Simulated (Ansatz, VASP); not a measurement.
**Two plane-wave programs on Re**

File INCAR:

```
SYSTEM = Re
ALGO     = Normal         ! electronic algorithm
EDIFF    = 1E-6           ! SCF threshold, eV
ENCUT    = 520            ! plane-wave cutoff, eV
GGA      = PE             ! functional
ISIF     = 2              ! what is computed and relaxed
ISMEAR   = 0              ! smearing method
LASPH    = .True.         ! aspherical terms in the spheres
LCHARG   = .False.        ! write CHGCAR
LREAL    = .False.        ! projectors in reciprocal space
LWAVE    = .False.        ! write WAVECAR
NBANDS   = 10             ! bands
NELM     = 100            ! most SCF steps
PREC     = Accurate       ! precision mode
SIGMA    = 0.15           ! smearing width, eV
```

The input KPOINTS:

```
k-points
0
Gamma
  10 10 10
  0 0 0
```

Contents of POSCAR:

```
Re
1.0
    0.0000000000      1.9481848768      1.8503859960
    1.9481848768      0.0000000000      1.8503859960
    1.9481848768      1.9481848768      0.0000000000
Re
1
Direct
    0.0000000000      0.0000000000      0.0000000000
```

Input for Ansatz:

```yaml
crystal:
  lattice:
    - [0.0, 1.9481848768, 1.850385996]
    - [1.9481848768, 0.0, 1.850385996]
    - [1.9481848768, 1.9481848768, 0.0]
  atoms:
    - { symbol: Re, position: [0.0, 0.0, 0.0] }
basis:
  ecutwfc: 420
kpoints:
  mp_grid: { grid: [10, 10, 10] }
hamiltonian:
  xc: pbe
scf:
  occupations: { method: gaussian, width: 0.15 }
output:
  forces: true
  stress: true
  eigenvalues: true
```

Alike in both runs: task single point; functional PBE; k mesh 10 × 10 × 10; occupations gaussian, width 0.15 eV; no spin polarisation.

|  | VASP | Ansatz |
| --- | --- | --- |
| version | VASP 6.6.1 | Ansatz 0.2.0 |
| potentials or method | VASP PAW PBE potentials, release 64 (Re), cutoff 520 eV | scalar-relativistic, plane waves, PAW |
| valence electrons in the cell | 7 | 15 |

Ansatz gave:

- gap on the k mesh at the Fermi level (eV): none
- pressure (GPa): 27.8
- traceless stress, the component that is largest in VASP (GPa): 10.75

Q: Which values does VASP return?

A: gap on the k mesh at the Fermi level (eV): none; pressure (GPa): 27.7; traceless stress, the component that is largest in VASP (GPa): 10.70.

A gap of «none» marks a metal or a gap that the smearing closes. VASP's potentials hold 7 valence electrons a cell and Ansatz's 15, so a difference there can come from the potentials and not from the codes.

Neither program's run includes spin-orbit coupling.
